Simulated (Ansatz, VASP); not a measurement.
Given: the input of a run of VASP 6.6.1 on V.

File INCAR:

```
SYSTEM = V
PREC = Accurate ; ENCUT = 520
EDIFF = 1E-6 ; ISMEAR = -1
SIGMA = 0.05 ; LREAL = .False.
LASPH = .True. ; NELM = 150
ALGO = Normal ; ISIF = 2
LWAVE = .False. ; LCHARG = .False.
ISPIN = 2 ; MAGMOM = 2.5
LORBIT = 11 ; NUPDOWN = 2.5
LMAXMIX = 4 ; GGA = PS
NBANDS = 16
```

The input KPOINTS:

```
Automatic mesh
0
Gamma
  10 10 10
  0 0 0
```

File POSCAR:

```
V
1.0
   -1.5143500000      1.5143500000      1.5143500000
    1.5143500000     -1.5143500000      1.5143500000
    1.5143500000      1.5143500000     -1.5143500000
V
1
Direct
    0.0000000000      0.0000000000      0.0000000000
```

Potentials or basis: VASP PAW PBE potentials, release 64 (V_sv).

Command:

```sh
$ cat potpaw_PBE.64/V_sv/POTCAR > POTCAR
$ mpirun -np 1 vasp_std > vasp.out
```

Translate it to Ansatz 0.2.0. Potentials there: Ansatz PAW.

As run (the cutoff follows the program's own potentials):

Contents of input.yaml:

```yaml
crystal:
  lattice:
    - [-1.51435, 1.51435, 1.51435]
    - [1.51435, -1.51435, 1.51435]
    - [1.51435, 1.51435, -1.51435]
  atoms:
    - { symbol: V, position: [0.0, 0.0, 0.0], spin: 2.5 }
hamiltonian:
  xc: pbesol
  pseudopotentials: { kind: paw }
magnetization:
  spin_polarized: true
  initial_magnetization: 2.5
  spin_locking: { lock_magnetization: hard }
kpoints:
  mp_grid: { grid: [10, 10, 10] }
scf:
  occupations: { method: fermi_dirac, width: 0.05 }
  lower_state_search: "off"
output:
  forces: true
  stress: true
  eigenvalues: true
```

Potentials or basis: Ansatz PAW.

The run is started by

```console
$ ansatz run input.yaml --threads 2 --pin off --max-ram 5632MiB --backend cpu --events-out ev --progress --plain --runs-dir out
```

Both were run:

|  | VASP | Ansatz | Ansatz less VASP |
| --- | --- | --- | --- |
| pressure (GPa) | 19.3 | 19.1 | -0.20 |
| net moment per atom (μB) | 2.50 | 2.50 | 0.000 |
| size of the moment on the site where the two differ most (μB) | 2.11 | 2.02 | -0.095 |

VASP's potentials were made for PBE, not for PBEsol. Site moments also hang on the region over which each program counts them.
